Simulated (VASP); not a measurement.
Cd3F: single point with PBE

Crystal: Cd3F.

```xyz
4
Lattice="3.1643 0.0000 0.0000 0.0000 3.1643 0.0000 0.0000 0.0000 7.8883" Properties=species:S:1:pos:R:3 pbc="T T T"
Cd    1.5822    1.5822    6.2426
Cd    0.0000    0.0000    3.9441
Cd    1.5822    1.5822    1.6457
F     0.0000    0.0000    0.0000
```

The cell was generated, and may not be a known phase.

```
Program                : VASP 6.6.1
Task                   : single point
Functional             : PBE
Potentials or basis    : VASP PAW PBE potentials, release 64 (Cd, F)
Cutoff                 : 520 eV
k mesh                 : 6 × 6 × 2
Occupations            : gaussian, width 0.1 eV
Spin                   : collinear spin
Starting moments       : [0.0, 0.0, 0.0, 1.0] μB
Dipole correction      : no
Further INCAR settings : ALGO = Normal; EDIFF = 1e-07; NBANDS = 34
```

```yaml
Pressure: 0.1 GPa
Largest_force: 0.007 eV/Å
Net_moment: 0.00 μB per cell
Valence_electrons_inside_the_program's_atomic_spheres: Cd 10.23, 10.29 (each value once); F 6.02
```

Forces on the atoms (eV/Å):
```
Cd   0.000  0.000 -0.007
Cd   0.000  0.000  0.000
Cd   0.000  0.000  0.007
F    0.000  0.000  0.000
```

Stress tensor (GPa, compression positive):
```
0.00 0.00 0.00
0.00 0.00 0.00
0.00 0.00 0.16
```

Levels at points of the mesh, in eV from the Fermi level:
Spin up:
| k point | band 18 | band 19 | band 20 | band 21 | band 22 | band 23 | band 24 | band 25 |
| --- | --- | --- | --- | --- | --- | --- | --- | --- |
| (0.00, 0.00, 0.00) | -6.48 | -4.22 | -4.22 | -3.51 | -2.72 | 4.04 | 5.09 | 7.57 |
| (0.50, 0.00, 0.00) | -5.16 | -4.08 | -3.21 | -3.14 | -0.94 | 0.00 | 1.54 | 2.58 |
| (0.50, 0.50, 0.00) | -5.13 | -4.36 | 0.37 | 0.37 | 0.89 | 1.39 | 2.54 | 2.54 |
| (0.00, 0.00, 0.50) | -5.80 | -5.09 | -4.22 | -4.22 | 0.02 | 0.36 | 7.56 | 7.56 |
| (0.50, 0.00, 0.50) | -5.24 | -4.08 | -3.46 | -2.55 | -1.11 | -0.59 | 2.19 | 3.97 |
| (0.50, 0.50, 0.50) | -5.07 | -4.36 | 0.15 | 0.15 | 1.04 | 1.42 | 1.85 | 2.94 |
Spin down:
| k point | band 17 | band 18 | band 19 | band 20 | band 21 | band 22 | band 23 | band 24 | band 25 | band 26 |
| --- | --- | --- | --- | --- | --- | --- | --- | --- | --- | --- |
| (0.00, 0.00, 0.00) | -7.89 | -6.48 | -4.22 | -4.22 | -3.51 | -2.72 | 4.04 | 5.09 | 7.57 | 7.57 |
| (0.50, 0.00, 0.00) | -6.03 | -5.16 | -4.08 | -3.21 | -3.14 | -0.94 | 0.00 | 1.54 | 2.58 | 6.76 |
| (0.50, 0.50, 0.00) | -5.13 | -5.13 | -4.36 | 0.37 | 0.37 | 0.89 | 1.39 | 2.54 | 2.54 | 2.60 |
| (0.00, 0.00, 0.50) | -8.01 | -5.80 | -5.09 | -4.22 | -4.22 | 0.02 | 0.36 | 7.56 | 7.56 | 9.58 |
| (0.50, 0.00, 0.50) | -6.02 | -5.24 | -4.08 | -3.46 | -2.55 | -1.11 | -0.59 | 2.19 | 3.97 | 4.27 |
| (0.50, 0.50, 0.50) | -5.07 | -5.07 | -4.36 | 0.15 | 0.15 | 1.04 | 1.42 | 1.85 | 2.94 | 2.94 |

Run time: 2 min on 1 thread of Oxide Virtual Turin-like Processor, on a shared host, peak memory 0.21 GiB.

Caveat: the k points lie up to 0.40 Å⁻¹ apart.
